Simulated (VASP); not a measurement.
# GaAs3N4 (P-43m) in VASP: a series of runs

The runs below take GaAs3N4 through single point, relaxation of cell and atoms, with PBEsol.

All numbers are computed with VASP 6.6.1; they aren't measurements. Logs are shortened: lines on timing, memory, paths and dates and some standing lists are left out, and cuts for length are marked.

## 1. The cell of the first run

The structure is cubic, space group P-43m (No. 215). The conventional cell has a = 4.836 Å, b = 4.836 Å, c = 4.836 Å, α = 90.00°, β = 90.00°, γ = 90.00°. Within 2.7 Å of Ga (site symmetry -43m) lie 4 N at 2.01 Å. Within 2.8 Å of As (site symmetry -42m) lie 4 N at 2.12 Å. Within 2.7 Å of N (site symmetry 3m) lie 1 Ga at 2.01 Å and 3 As at 2.12 Å.

## 2. Single point, PBEsol

Input file INCAR:

```
SYSTEM = GaAs3N4
ALGO = Normal ; EDIFF = 1E-6
ENCUT = 520 ; GGA = PS
ISIF = 2 ; ISMEAR = -1
LASPH = .TRUE. ; LCHARG = .TRUE.
LELF = .TRUE. ; LREAL = .FALSE.
LVHAR = .TRUE. ; LWAVE = .FALSE.
NBANDS = 34 ; NELM = 80
PREC = Accurate ; SIGMA = 0.03
```

Input file KPOINTS:

```
k-points
0
G
  4 4 4
  0 0 0
```

Input file POSCAR:

```
GaAs3N4
1.0
    4.8357637879      0.0000000000      0.0000000000
    0.0000000000      4.8357637879      0.0000000000
    0.0000000000      0.0000000000      4.8357637879
Ga As N
1 3 4
Direct
    0.0000000000      0.0000000000      0.0000000000
    0.0000000000      0.5000000000      0.5000000000
    0.5000000000      0.0000000000      0.5000000000
    0.5000000000      0.5000000000      0.0000000000
    0.2400109370      0.2400109370      0.2400109370
    0.7599890630      0.7599890630      0.2400109370
    0.2400109370      0.7599890630      0.7599890630
    0.7599890630      0.2400109370      0.7599890630
```

Potentials or basis: VASP PAW PBE potentials, release 64 (Ga_d, As, N).

On the command line:

```bash
$ cat potpaw_PBE.64/Ga_d/POTCAR potpaw_PBE.64/As/POTCAR potpaw_PBE.64/N/POTCAR > POTCAR
$ mpirun -np 1 vasp_std > vasp.out
```

OUTCAR:

```text
SYSTEM = GaAs3N4
   EDIFF = 1E-6
   ENCUT = 520
   GGA = PS
   ISIF = 2
   ISMEAR = -1
   LASPH = .TRUE.
   LREAL = .FALSE.
   NELM = 80
   PREC = Accurate

 ion  position               nearest neighbor table
   1  0.000  0.000  0.000-   5 2.01   6 2.01   7 2.01   8 2.01
   2  0.000  0.500  0.500-   5 2.12   6 2.12   7 2.12   8 2.12
   3  0.500  0.000  0.500-   5 2.12   6 2.12   7 2.12   8 2.12
   4  0.500  0.500  0.000-   5 2.12   6 2.12   7 2.12   8 2.12
   5  0.240  0.240  0.240-   1 2.01   2 2.12   3 2.12   4 2.12
   6  0.760  0.760  0.240-   1 2.01   2 2.12   3 2.12   4 2.12
   7  0.240  0.760  0.760-   1 2.01   2 2.12   3 2.12   4 2.12
   8  0.760  0.240  0.760-   1 2.01   2 2.12   3 2.12   4 2.12

  LATTYP: Found a simple cubic cell.
 ALAT       =     4.8357637879

  Lattice vectors:

 A1 = (   4.8357637879,   0.0000000000,   0.0000000000)
 A2 = (   0.0000000000,   4.8357637879,   0.0000000000)
 A3 = (   0.0000000000,   0.0000000000,   4.8357637879)

Analysis of symmetry for initial positions (statically):
=====================================================================
 Subroutine PRICEL returns:
 Original cell was already a primitive cell.

 Routine SETGRP: Setting up the symmetry group for a
 simple cubic supercell.

 Subroutine GETGRP returns: Found 24 space group operations
 (whereof 24 operations were pure point group operations)
 out of a pool of 48 trial point group operations.

The static configuration has the point symmetry T_d .

Analysis of symmetry for dynamics (positions and initial velocities):
=====================================================================
 Subroutine PRICEL returns:
 Original cell was already a primitive cell.

 Routine SETGRP: Setting up the symmetry group for a
 simple cubic supercell.

 Subroutine GETGRP returns: Found 24 space group operations
 (whereof 24 operations were pure point group operations)
 out of a pool of 48 trial point group operations.

The dynamic configuration has the point symmetry T_d .

 Subroutine INISYM returns: Found 24 space group operations
 (whereof 24 operations are pure point group operations),
 and found     1 'primitive' translations

----------------------------------------------------------------------------------------

                                     Primitive cell

  volume of cell :     113.0825

  direct lattice vectors                    reciprocal lattice vectors
     4.835763788  0.000000000  0.000000000     0.206792566  0.000000000  0.000000000
     0.000000000  4.835763788  0.000000000     0.000000000  0.206792566  0.000000000
     0.000000000  0.000000000  4.835763788     0.000000000  0.000000000  0.206792566

  length of vectors
     4.835763788  4.835763788  4.835763788     0.206792566  0.206792566  0.206792566

  position of ions in fractional coordinates (direct lattice)
     0.000000000  0.000000000  0.000000000
     0.000000000  0.500000000  0.500000000
     0.500000000  0.000000000  0.500000000
     0.500000000  0.500000000  0.000000000
     0.240010937  0.240010937  0.240010937
     0.759989063  0.759989063  0.240010937
     0.240010937  0.759989063  0.759989063
     0.759989063  0.240010937  0.759989063

  ion indices of the primitive-cell ions
   primitive index   ion index
                 1           1
                 2           2
                 3           3
                 4           4
                 5           5
                 6           6
                 7           7
                 8           8

----------------------------------------------------------------------------------------

 KPOINTS: k-points

Automatic generation of k-mesh.
 Grid dimensions read from file:
 generate k-points for:    4    4    4

 Generating k-lattice:

  Cartesian coordinates                     Fractional coordinates (reciprocal lattice)
     0.051698141  0.000000000  0.000000000     0.250000000  0.000000000  0.000000000
     0.000000000  0.051698141  0.000000000     0.000000000  0.250000000  0.000000000
     0.000000000  0.000000000  0.051698141     0.000000000  0.000000000  0.250000000

  Length of vectors
     0.051698141  0.051698141  0.051698141

  Shift w.r.t. Gamma in fractional coordinates (k-lattice)
     0.000000000  0.000000000  0.000000000

 Subroutine IBZKPT returns following result:
 ===========================================

 Found     10 irreducible k-points:

 Following reciprocal coordinates:
            Coordinates               Weight
  0.000000  0.000000  0.000000      1.000000
  0.250000  0.000000  0.000000      6.000000
  0.500000  0.000000  0.000000      3.000000
  0.250000  0.250000  0.000000     12.000000
  0.500000  0.250000  0.000000     12.000000
  0.500000  0.500000  0.000000      3.000000
  0.250000  0.250000  0.250000      8.000000
  0.500000  0.250000  0.250000     12.000000
  0.500000  0.500000  0.250000      6.000000
  0.500000  0.500000  0.500000      1.000000
   k-points           NKPTS =     10   k-points in BZ     NKDIM =     10   number of bands    NBANDS=     34
   number of dos      NEDOS =    301   number of ions     NIONS =      8
   total plane-waves  NPLWV =  46656
   dimension x,y,z NGX =    36 NGY =   36 NGZ =   36
   dimension x,y,z NGXF=    72 NGYF=   72 NGZF=   72
   ions per type =               1   3   4
   NGX,Y,Z   is equivalent  to a cutoff of  12.38, 12.38, 12.38 a.u.
   NGXF,Y,Z  is equivalent  to a cutoff of  24.75, 24.75, 24.75 a.u.
 SYSTEM =  GaAs3N4
   PREC   = accura    normal or accurate (medium, high low for compatibility)
   ISTART =      0    job   : 0-new  1-cont  2-samecut
   ICHARG =      2    charge: 1-file 2-atom 10-const
   ISPIN  =      1    spin polarized calculation?
   LNONCOLLINEAR =      F non collinear calculations
   LSORBIT =      F    spin-orbit coupling
   LASPH  =      T    aspherical Exc in radial PAW
   ENCUT  =  520.0 eV  38.22 Ry    6.18 a.u.   8.99  8.99  8.99*2*pi/ulx,y,z
   NELM   =     80;   NELMIN=  2; NELMDL= -5     # of ELM steps
   EDIFF  = 0.1E-05   stopping-criterion for ELM
   LREAL  =      F    real-space projection
   EDIFFG = 0.1E-04   stopping-criterion for IOM
   NSW    =      0    number of steps for IOM
   IBRION =     -1    ionic relax: 0-MD 1-quasi-New 2-CG
   NFREE  =      0    steps in history (QN), initial steepest desc. (CG)
   ISIF   =      2    stress and relaxation
   ISYM   =      2    0-nonsym 1-usesym 2-fastsym
   POTIM  = 0.5000    time-step for ionic-motion
   TEBEG  =    0.0;   TEEND  =   0.0 temperature during run
   PSTRESS=    0.0 pullay stress
   NELECT =      48.0000    total number of electrons
   NUPDOWN=      -1.0000    fix difference up-down
   EMIN   =  10.00;   EMAX   =-10.00  energy-range for DOS
   EFERMI =   0.00;   METHOD = LEGACY
   ISMEAR =    -1;   SIGMA  =   0.03  broadening in eV -4-tet -1-fermi 0-gaus
   EFERMI_NEDOS =   21; number of points for ismear=-14 and -15
   IALGO  =     38    algorithm
   IMIX   =      4    mixing-type and parameters
     AMIX     =   0.40;   BMIX     =  1.00
     AMIX_MAG =   1.60;   BMIX_MAG =  1.00
  volume/ion in A,a.u.               =      14.14        95.39
  Fermi-wavevector in a.u.,A,eV,Ry     =   1.230335  2.324997 20.595480  1.513725
  Thomas-Fermi vector in A             =   2.365188
   LORBIT       =      0    0 simple, 1 ext, 2 COOP (PROOUT), +10 PAW based schemes
   GGA     = PS    functional components
   LHFCALC =     F    Hartree Fock is set to
   AEXX    =    0.0000 exact exchange contribution
   IVDW    =     0    specifies the selected vdW correction
   LEPSILON=     F    determine dielectric tensor
   LRPA    =     F    only Hartree local field effects (RPA)
 non-spin polarized calculation
  energy-cutoff  :      520.00
  volume of cell :      113.08
 maximum number of plane-waves:      3112
 NGX is ok and might be reduce to    36
   NGX = 17   NGY = 17   NGZ = 17

 number of electron      48.0000014 magnetization

 Free energy of the ion-electron system (eV)
  ---------------------------------------------------
  ext. energy  EPLUGINS =         0.00000000
  ---------------------------------------------------
  free energy    TOTEN  =       -47.12589827 eV

  energy without entropy =      -47.10732733  energy(sigma->0) =      -47.11661280

 E-fermi :   5.9314     XC(G=0): -10.7433

 val. band max:        5.9224930464   @ k =   0.2500   0.0000   0.0000
 cond. band min:       5.9503923424   @ k =   0.5000   0.0000   0.0000
 fundamental gap:      0.0278992960
 Fermi energy:         5.9313568637

 k-point     1 :       0.0000    0.0000    0.0000
  band No.  band energies     occupation
      1     -12.0488      2.00000
      2     -10.0173      2.00000
      3     -10.0173      2.00000
      4     -10.0173      2.00000
      5      -9.3294      2.00000
      6      -9.3294      2.00000
[... 26 lines left out ...]
     33      11.8643      0.00000
     34      11.8646      0.00000

 k-point     2 :       0.2500    0.0000    0.0000
  band No.  band energies     occupation
      1     -11.7925      2.00000
      2     -10.2480      2.00000
      3     -10.0245      2.00000
      4     -10.0245      2.00000
      5      -9.3269      2.00000
      6      -9.3244      2.00000
[... 26 lines left out ...]
     33      10.9689      0.00000
     34      11.8643      0.00000

 k-point     3 :       0.5000    0.0000    0.0000
  band No.  band energies     occupation
      1     -11.2415      2.00000
      2     -10.8664      2.00000
      3     -10.0313      2.00000
      4     -10.0313      2.00000
      5      -9.3283      2.00000
      6      -9.3194      2.00000
[... 26 lines left out ...]
     33      10.2415      0.00000
     34      11.8298      0.00000

 k-point     4 :       0.2500    0.2500    0.0000
  band No.  band energies     occupation
      1     -11.5547      2.00000
      2     -10.2975      2.00000
      3     -10.1452      2.00000
      4     -10.0029      2.00000
      5      -9.3216      2.00000
      6      -9.3208      2.00000
[... 26 lines left out ...]
     33      10.9149      0.00000
     34      11.2021      0.00000

 k-point     5 :       0.5000    0.2500    0.0000
  band No.  band energies     occupation
      1     -11.0577      2.00000
      2     -10.7378      2.00000
      3     -10.1837      2.00000
      4      -9.9792      2.00000
      5      -9.3164      2.00000
      6      -9.3086      2.00000
[... 26 lines left out ...]
     33      10.6001      0.00000
     34      11.1809      0.00000

 k-point     6 :       0.5000    0.5000    0.0000
  band No.  band energies     occupation
      1     -10.6190      2.00000
      2     -10.5945      2.00000
      3     -10.5945      2.00000
      4      -9.8519      2.00000
      5      -9.3093      2.00000
      6      -9.3079      2.00000
[... 26 lines left out ...]
     33       9.6107      0.00000
     34      10.9348      0.00000

 k-point     7 :       0.2500    0.2500    0.2500
  band No.  band energies     occupation
      1     -11.3419      2.00000
      2     -10.2959      2.00000
      3     -10.2959      2.00000
      4      -9.9510      2.00000
      5      -9.3172      2.00000
      6      -9.3172      2.00000
[... 26 lines left out ...]
     33      10.3364      0.00000
     34      10.5815      0.00000

 k-point     8 :       0.5000    0.2500    0.2500
  band No.  band energies     occupation
      1     -10.9149      2.00000
      2     -10.6585      2.00000
      3     -10.2944      2.00000
      4      -9.9052      2.00000
      5      -9.3135      2.00000
      6      -9.3085      2.00000
[... 26 lines left out ...]
     33      10.5364      0.00000
     34      10.6912      0.00000

 k-point     9 :       0.5000    0.5000    0.2500
  band No.  band energies     occupation
      1     -10.5931      2.00000
      2     -10.5805      2.00000
      3     -10.5805      2.00000
      4      -9.7716      2.00000
      5      -9.3095      2.00000
      6      -9.3074      2.00000
[... 26 lines left out ...]
     33       9.3416      0.00000
     34      10.7938      0.00000

 k-point    10 :       0.5000    0.5000    0.5000
  band No.  band energies     occupation
      1     -10.5671      2.00000
      2     -10.5671      2.00000
      3     -10.5671      2.00000
      4      -9.6855      2.00000
      5      -9.3069      2.00000
      6      -9.3069      2.00000
[... 26 lines left out ...]
     33       9.3587      0.00000
     34      10.6446      0.00000

------------------------ aborting loop because EDIFF is reached ----------------------------------------

  FORCE on cell =-STRESS in cart. coord.  units (eV):
  Direction    XX          YY          ZZ          XY          YZ          ZX
  --------------------------------------------------------------------------------------
  -------------------------------------------------------------------------------------
  Total        0.1598271      0.1598271      0.1598271      0.0000000      0.0000000      0.0000000
  in kB        2.2644661      2.2644661      2.2644661      0.0000000      0.0000000      0.0000000
  external PRESSURE =       2.2644661 kB  Pullay stress =       0.0000000 kB

 VOLUME and BASIS-vectors are now :
 -----------------------------------------------------------------------------
  energy-cutoff  :      520.00
  volume of cell :      113.08
      direct lattice vectors                 reciprocal lattice vectors
     4.835763788  0.000000000  0.000000000     0.206792566  0.000000000  0.000000000
     0.000000000  4.835763788  0.000000000     0.000000000  0.206792566  0.000000000
     0.000000000  0.000000000  4.835763788     0.000000000  0.000000000  0.206792566

 POSITION                                       TOTAL-FORCE (eV/Angst)
 -----------------------------------------------------------------------------------
      0.00000      0.00000      0.00000        -0.000000      0.000000     -0.000000
      0.00000      2.41788      2.41788        -0.000000      0.000000     -0.000000
      2.41788      0.00000      2.41788        -0.000000      0.000000     -0.000000
      2.41788      2.41788      0.00000        -0.000000      0.000000     -0.000000
      1.16064      1.16064      1.16064        -0.013144     -0.013144     -0.013144
      3.67513      3.67513      1.16064         0.013144      0.013144     -0.013144
      1.16064      3.67513      3.67513        -0.013144      0.013144      0.013144
      3.67513      1.16064      3.67513         0.013144     -0.013144      0.013144
 -----------------------------------------------------------------------------------
    total drift:                                0.000000      0.000000      0.000000

  FREE ENERGIE OF THE ION-ELECTRON SYSTEM (eV)
  ---------------------------------------------------
  free  energy   TOTEN  =       -47.1258982694 eV

  energy  without entropy=      -47.1073273287  energy(sigma->0) =      -47.11661280
```

It took 64 s on 1 thread of AMD EPYC 7R13, shared host; peak memory 0.19 GiB.

Results:

| Property | Result |
| --- | --- |
| Free energy | -47.1259 eV |
| Pressure | 0.2 GPa |
| Largest force | 0.023 eV/Å |
| Band gap on the k mesh | zero (bands 24 and 25 overlap by 1.23 eV) |

Forces in eV/Å, atoms in the order of the input:
```
Ga   0.000  0.000  0.000
As   0.000  0.000  0.000
As   0.000  0.000  0.000
As   0.000  0.000  0.000
N   -0.013 -0.013 -0.013
N    0.013  0.013 -0.013
N   -0.013  0.013  0.013
N    0.013 -0.013  0.013
```

Caveat: the PAW data sets were made with another functional, which shifts forces and pressure a little.

## 3. Relaxation of cell and atoms, PBEsol

This run uses another cell than the first one, of 15.02 Å³/atom.

Input file INCAR:

```
SYSTEM = GaAs3N4
PREC = Accurate
ENCUT = 600
EDIFF = 1E-6
ISMEAR = -1
SIGMA = 0.03
LREAL = .FALSE.
LASPH = .TRUE.
NELM = 80
ALGO = Normal
ISIF = 3
LWAVE = .FALSE.
LCHARG = .FALSE.
GGA = PS
IBRION = 2
NSW = 100
EDIFFG = -0.01
```

Input file KPOINTS:

```
regular mesh
0
G
  4 4 4
  0 0 0
```

Input file POSCAR:

```
GaAs3N4
1.0
    4.9349104200      0.0000000000      0.0000000000
    0.0000000000      4.9349104200      0.0000000000
    0.0000000000      0.0000000000      4.9349104200
Ga As N
1 3 4
Direct
    0.0000000000      0.0000000000      0.0000000000
    0.0000000000      0.5000000000      0.5000000000
    0.5000000000      0.0000000000      0.5000000000
    0.5000000000      0.5000000000      0.0000000000
    0.2498341100      0.2498341100      0.2498341100
    0.7501658900      0.7501658900      0.2498341100
    0.2498341100      0.7501658900      0.7501658900
    0.7501658900      0.2498341100      0.7501658900
```

Potentials or basis: VASP PAW PBE potentials, release 64 (Ga_d, As, N).

On the command line:

```bash
$ cat potpaw_PBE.64/Ga_d/POTCAR potpaw_PBE.64/As/POTCAR potpaw_PBE.64/N/POTCAR > POTCAR
$ mpirun -np 1 vasp_std > vasp.out
```

It took 7.4 min on 1 thread of AMD EPYC 7R13, shared host; peak memory 0.24 GiB.

The run converged. Its results:

- Free energy: -47.1427 eV
- Relaxed volume: 14.15 Å³/atom
- Relaxed cell: a = 4.837 Å, b = 4.837 Å, c = 4.837 Å, α = 90.00°, β = 90.00°, γ = 90.00°
- Space group after relaxing (to 0.1 Å): P-43m (No. 215)
- Energy gained by relaxing: 36.1 meV/atom
- Ionic steps: 8
- Pressure after relaxing: 0.0 GPa
- Largest force after relaxing: 0.005 eV/Å
- Band gap on the k mesh: zero (bands 24 and 25 overlap by 1.22 eV)

Forces on the atoms (eV/Å):
```
Ga   0.000  0.000  0.000
As   0.000  0.000  0.000
As   0.000  0.000  0.000
As   0.000  0.000  0.000
N   -0.003 -0.003 -0.003
N    0.003  0.003 -0.003
N   -0.003  0.003  0.003
N    0.003 -0.003  0.003
```

Step by step:
```
step  energy change (eV)  largest force (eV/Å)  pressure (GPa)  volume (Å³)
   1              0.0000                0.7095           -6.54       120.18
   2             -0.2142                0.4373            3.28       109.83
   3             -0.2275                0.4983            1.07       111.69
   4             -0.2704                0.2596            0.66       112.13
   5             -0.2875                0.0180            0.54       112.60
   6             -0.2877                0.0156            0.52       112.66
   7             -0.2882                0.0182           -0.37       113.55
   8             -0.2886                0.0051            0.01       113.20
```

Final structure:
```yaml
crystal:
  lattice:
    - [4.83738, 0.00000, 0.00000]
    - [0.00000, 4.83738, 0.00000]
    - [0.00000, 0.00000, 4.83738]
  atoms:
    - { symbol: Ga, position: [0.00000, 0.00000, 0.00000] }
    - { symbol: As, position: [0.00000, 0.50000, 0.50000] }
    - { symbol: As, position: [0.50000, 0.00000, 0.50000] }
    - { symbol: As, position: [0.50000, 0.50000, 0.00000] }
    - { symbol: N, position: [0.23977, 0.23977, 0.23977] }
    - { symbol: N, position: [0.76023, 0.76023, 0.23977] }
    - { symbol: N, position: [0.23977, 0.76023, 0.76023] }
    - { symbol: N, position: [0.76023, 0.23977, 0.76023] }
```

Levels at points of the mesh, in eV from the Fermi level:
```
           k point  band 20  band 21  band 22  band 23  band 24  band 25  band 26  band 27  band 28  band 29
(0.00, 0.00, 0.00)    -3.15    -3.15    -3.15    -1.12    -1.12    -1.12    -0.75    -0.75     2.49     2.51
(0.50, 0.00, 0.00)    -4.43    -4.43    -0.67    -0.57     0.02     0.56     0.69     1.82     1.82     2.99
(0.50, 0.50, 0.00)    -3.99    -3.99    -0.66    -0.66    -0.49     1.24     2.30     2.31     2.69     2.69
(0.50, 0.50, 0.50)    -3.97    -3.97    -2.58    -2.58    -2.58    -0.15     2.67     2.67     3.11     3.11
```

Caveat: the PAW data sets were made with another functional, which shifts forces and pressure a little.
